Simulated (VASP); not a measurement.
# Sn3I2 (P-3m1) in VASP: a series of runs, part 2 of 2

VASP 6.6.1. The steps go on from the part before.

## (5) Single point, PBE

This run uses another cell than the first one, of 47.79 Å³/atom.

File INCAR:

```
SYSTEM = Sn3I2
PREC     = Accurate       ! precision mode
ENCUT    = 520            ! plane-wave cutoff, eV
EDIFF    = 1E-7           ! SCF threshold, eV
ISMEAR   = 0              ! smearing method
SIGMA    = 0.1            ! smearing width, eV
LREAL    = .FALSE.        ! projectors in reciprocal space
LASPH    = .TRUE.         ! aspherical terms in the spheres
NELM     = 60             ! most SCF steps
ALGO     = Normal         ! electronic algorithm
ISIF     = 2              ! what is computed and relaxed
LWAVE    = .FALSE.        ! write WAVECAR
LCHARG   = .FALSE.        ! write CHGCAR
GGA      = PE             ! functional
NBANDS   = 36             ! bands
```

File KPOINTS:

```
Automatic mesh
0
G
  12 12 4
  0 0 0
```

File POSCAR:

```
Sn3I2
1.0
    4.6438119687      0.0000000000      0.0000000000
   -2.3219059844      4.0216591352      0.0000000000
    0.0000000000      0.0000000000     12.7949901026
Sn I
3 2
Direct
    0.0000000000      0.0000000000      0.0000000000
    0.3333333333      0.6666666667      0.5339936957
    0.6666666667      0.3333333333      0.4660063043
    0.3333333333      0.6666666667      0.1415926836
    0.6666666667      0.3333333333      0.8584073164
```

Potentials or basis: VASP PAW PBE potentials, release 64 (Sn_d, I).

Command:

```sh
$ cat potpaw_PBE.64/Sn_d/POTCAR potpaw_PBE.64/I/POTCAR > POTCAR
$ mpirun -np 1 vasp_std > vasp.out
```

OUTCAR:

```text
SYSTEM = Sn3I2
   PREC = Accurate
   ENCUT = 520
   EDIFF = 1E-7
   ISMEAR = 0
   LREAL = .FALSE.
   LASPH = .TRUE.
   NELM = 60
   ISIF = 2
   GGA = PE

 ion  position               nearest neighbor table
   1  0.000  0.000  0.000-   4 3.24   5 3.24   4 3.24   5 3.24   5 3.24   4 3.24
   2  0.333  0.667  0.534-   3 2.82   3 2.82   3 2.82
   3  0.667  0.333  0.466-   2 2.82   2 2.82   2 2.82
   4  0.333  0.667  0.142-   1 3.24   1 3.24   1 3.24
   5  0.667  0.333  0.858-   1 3.24   1 3.24   1 3.24

  LATTYP: Found a hexagonal cell.
 ALAT       =     4.6438119687
 C/A-ratio  =     2.7552773861

  Lattice vectors:

 A1 = (   4.6438119687,   0.0000000000,   0.0000000000)
 A2 = (  -2.3219059844,   4.0216591352,   0.0000000000)
 A3 = (   0.0000000000,   0.0000000000,  12.7949901026)

Analysis of symmetry for initial positions (statically):
=====================================================================
 Subroutine PRICEL returns:
 Original cell was already a primitive cell.

 Routine SETGRP: Setting up the symmetry group for a
 hexagonal supercell.

 Subroutine GETGRP returns: Found 12 space group operations
 (whereof 12 operations were pure point group operations)
 out of a pool of 24 trial point group operations.

The static configuration has the point symmetry D_3d.

Analysis of symmetry for dynamics (positions and initial velocities):
=====================================================================
 Subroutine PRICEL returns:
 Original cell was already a primitive cell.

 Routine SETGRP: Setting up the symmetry group for a
 hexagonal supercell.

 Subroutine GETGRP returns: Found 12 space group operations
 (whereof 12 operations were pure point group operations)
 out of a pool of 24 trial point group operations.

The dynamic configuration has the point symmetry D_3d.

 Subroutine INISYM returns: Found 12 space group operations
[... 121 lines left out ...]
   IMIX   =      4    mixing-type and parameters
     AMIX     =   0.40;   BMIX     =  1.00
     AMIX_MAG =   1.60;   BMIX_MAG =  1.00
  volume/ion in A,a.u.               =      47.79       322.51
  Fermi-wavevector in a.u.,A,eV,Ry     =   1.009325  1.907347 13.860749  1.018736
  Thomas-Fermi vector in A             =   2.142246
   LORBIT       =      0    0 simple, 1 ext, 2 COOP (PROOUT), +10 PAW based schemes
   GGA     = PE    functional components
   LHFCALC =     F    Hartree Fock is set to
   AEXX    =    0.0000 exact exchange contribution
   IVDW    =     0    specifies the selected vdW correction
   LEPSILON=     F    determine dielectric tensor
   LRPA    =     F    only Hartree local field effects (RPA)
 non-spin polarized calculation
 Gauss-broadening in eV      SIGMA  =   0.10
  energy-cutoff  :      520.00
  volume of cell :      238.96
 maximum number of plane-waves:      6474
 NGX is ok and might be reduce to    36
   NGX = 17   NGY = 17   NGZ = 47

 number of electron      55.9999993 magnetization

 Free energy of the ion-electron system (eV)
  ---------------------------------------------------
  ext. energy  EPLUGINS =         0.00000000
  ---------------------------------------------------
  free energy    TOTEN  =       -15.31115242 eV

  energy without entropy =      -15.30962487  energy(sigma->0) =      -15.31038864

 E-fermi :   2.9802     XC(G=0):  -7.3773

 val. band max:        2.9789304129   @ k =   0.3333   0.3333   0.2500
 cond. band min:       3.0154593982   @ k =   0.3333   0.3333   0.5000
 fundamental gap:      0.0365289853
 Fermi energy:         2.9802003990

 k-point     1 :       0.0000    0.0000    0.0000
  band No.  band energies     occupation
      1     -19.5387      2.00000
      2     -19.5347      2.00000
      3     -19.5347      2.00000
      4     -19.5295      2.00000
      5     -19.5295      2.00000
      6     -18.3533      2.00000
[... 925 lines left out ...]
     35       7.0656      0.00000
     36       7.5290      0.00000

 [... further k-points ...]

------------------------ aborting loop because EDIFF is reached ----------------------------------------

  FORCE on cell =-STRESS in cart. coord.  units (eV):
  Direction    XX          YY          ZZ          XY          YZ          ZX
  --------------------------------------------------------------------------------------
  -------------------------------------------------------------------------------------
  Total       -0.0211928     -0.0211928     -0.0200925      0.0000000      0.0000000     -0.0000000
  in kB       -0.1420952     -0.1420952     -0.1347179      0.0000000      0.0000000     -0.0000000
  external PRESSURE =      -0.1396361 kB  Pullay stress =       0.0000000 kB

 VOLUME and BASIS-vectors are now :
 -----------------------------------------------------------------------------
  energy-cutoff  :      520.00
  volume of cell :      238.96
      direct lattice vectors                 reciprocal lattice vectors
     4.643811969  0.000000000  0.000000000     0.215340330  0.124326797  0.000000000
    -2.321905984  4.021659135  0.000000000     0.000000000  0.248653595  0.000000000
     0.000000000  0.000000000 12.794990103     0.000000000  0.000000000  0.078155590

 POSITION                                       TOTAL-FORCE (eV/Angst)
 -----------------------------------------------------------------------------------
      0.00000      0.00000      0.00000         0.000000      0.000000      0.000000
     -0.00000      2.68111      6.83244         0.000000     -0.000000      0.005322
      2.32191      1.34055      5.96255        -0.000000      0.000000     -0.005322
     -0.00000      2.68111      1.81168         0.000000     -0.000000      0.000994
      2.32191      1.34055     10.98331        -0.000000      0.000000     -0.000994
 -----------------------------------------------------------------------------------
    total drift:                                0.000000     -0.000000      0.000000

  FREE ENERGIE OF THE ION-ELECTRON SYSTEM (eV)
  ---------------------------------------------------
  free  energy   TOTEN  =       -15.3111524203 eV

  energy  without entropy=      -15.3096248654  energy(sigma->0) =      -15.31038864
```

OSZICAR:

```text
N       E                     dE             d eps       ncg     rms          rms(c)
DAV:   1     0.515204233759E+03    0.51520E+03   -0.25801E+04  4988   0.168E+03
DAV:   2     0.616825176264E+02   -0.45352E+03   -0.44400E+03  5068   0.438E+02
DAV:   3    -0.111908631878E+02   -0.72873E+02   -0.71335E+02  6008   0.171E+02
DAV:   4    -0.154390502525E+02   -0.42482E+01   -0.42292E+01  5600   0.439E+01
DAV:   5    -0.155969780493E+02   -0.15793E+00   -0.15790E+00  7432   0.846E+00    0.445E+00
DAV:   6    -0.153624946713E+02    0.23448E+00   -0.26200E-01  5804   0.344E+00    0.291E+00
DAV:   7    -0.153193172342E+02    0.43177E-01   -0.28385E-01  6100   0.282E+00    0.742E-01
DAV:   8    -0.153139163587E+02    0.54009E-02   -0.53865E-02  5556   0.165E+00    0.414E-01
DAV:   9    -0.153125690732E+02    0.13473E-02   -0.70010E-03  6408   0.345E-01    0.973E-02
DAV:  10    -0.153119604196E+02    0.60865E-03   -0.11388E-03  5844   0.162E-01    0.722E-02
DAV:  11    -0.153111661392E+02    0.79428E-03   -0.15722E-03  6512   0.142E-01    0.331E-02
DAV:  12    -0.153111450001E+02    0.21139E-04   -0.27843E-04  5536   0.638E-02    0.263E-02
DAV:  13    -0.153111484161E+02   -0.34160E-05   -0.76988E-05  6500   0.348E-02    0.831E-03
DAV:  14    -0.153111503268E+02   -0.19107E-05   -0.21285E-05  6244   0.166E-02    0.487E-03
DAV:  15    -0.153111513580E+02   -0.10312E-05   -0.13296E-06  4484   0.531E-03    0.181E-03
DAV:  16    -0.153111523382E+02   -0.98021E-06   -0.83889E-07  4232   0.356E-03    0.767E-04
DAV:  17    -0.153111524203E+02   -0.82095E-07   -0.46189E-08  3600   0.148E-03
   1 F= -.15311152E+02 E0= -.15310389E+02  d E =-.152755E-02
```

stdout:

```text
POSCAR found type information on POSCAR SnI
 POSCAR found :  2 types and       5 ions
 scaLAPACK will be used
 LDA part: xc-table for (Slater+PW92), standard interpolation
 POSCAR, INCAR and KPOINTS ok, starting setup
 FFT: planning ... GRIDC
 FFT: planning ... GRID_SOFT
 FFT: planning ... GRID
 WAVECAR not read
 entering main loop
```

Wall time 5.1 min (1 thread of AMD EPYC 9R45 (Zen 5), shared host); peak memory 0.63 GiB.

What came out:

* Free energy: -15.3112 eV
* Pressure: 0.0 GPa
* Largest force: 0.005 eV/Å
* Band gap on the k mesh: zero (bands 28 and 29 overlap by 0.07 eV)

Forces in eV/Å, atoms in the order of the input:
```
Sn   0.000  0.000  0.000
Sn   0.000  0.000  0.005
Sn   0.000  0.000 -0.005
I    0.000  0.000  0.001
I    0.000  0.000 -0.001
```

Levels at points of the mesh, in eV from the Fermi level:
| k point | band 24 | band 25 | band 26 | band 27 | band 28 | band 29 | band 30 | band 31 | band 32 | band 33 |
| --- | --- | --- | --- | --- | --- | --- | --- | --- | --- | --- |
| (0.00, 0.00, 0.00) | -2.71 | -2.65 | -2.18 | -0.16 | -0.16 | 0.22 | 0.51 | 1.17 | 1.17 | 2.27 |
| (0.50, 0.00, 0.00) | -2.86 | -2.75 | -2.30 | -1.42 | -0.89 | 0.52 | 1.11 | 1.59 | 1.92 | 2.37 |
| (0.00, 0.00, 0.50) | -2.71 | -2.71 | -2.04 | -0.17 | -0.17 | 0.24 | 0.44 | 1.17 | 1.17 | 2.38 |
| (0.50, 0.00, 0.50) | -2.85 | -2.76 | -2.28 | -1.41 | -0.95 | 0.62 | 1.16 | 1.61 | 1.91 | 2.23 |

Caveat: spin-orbit coupling is left out, which moves the levels of the heavy elements.

## (6) Overview

```tsv
task	cell	k mesh	cutoff (eV)	gap on the mesh (eV)	pressure (GPa)	largest force (eV/Å)
single point	a = 4.647, b = 4.647, c = 12.490 Å, angles 90.0, 90.0, 120.0°, 5 atoms, atomic positions A	6 × 6 × 2	520	none	0.0	-
single point	a = 4.900, b = 4.900, c = 7.624 Å, angles 90.0, 90.0, 120.0°, 5 atoms, atomic positions B	6 × 6 × 4	520	none	9.0	2.09
relaxation of cell and atoms	relaxed from a = 4.900, b = 4.900, c = 7.624 Å, angles 90.0, 90.0, 120.0°, 5 atoms, atomic positions B	6 × 6 × 2	600	none	0.0	0.02
single point	a = 4.644, b = 4.644, c = 12.795 Å, angles 90.0, 90.0, 120.0°, 5 atoms, atomic positions C	12 × 12 × 4	520	none	0.0	0.01
```

Alike in all rows: level PBE; potentials or basis VASP PAW PBE potentials, release 64 (Sn_d, I); no spin polarisation; smearing gaussian 0.1 eV.

Caveats: some runs use coarse meshes; spin-orbit coupling is left out, which moves the levels of the heavy elements; the cell stands under pressure (at least some runs); forces of over 1 eV/Å act on the atoms, so gaps and moduli don't describe the material at rest (at least some runs); the volume moved by over 15 % at a fixed basis, so the end points are rough (at least some runs).

Total energies depend on the potentials used, so only differences within one code and one set of settings carry meaning.

The gap in the log of VASP goes by the Fermi energy; the results here count the filled bands.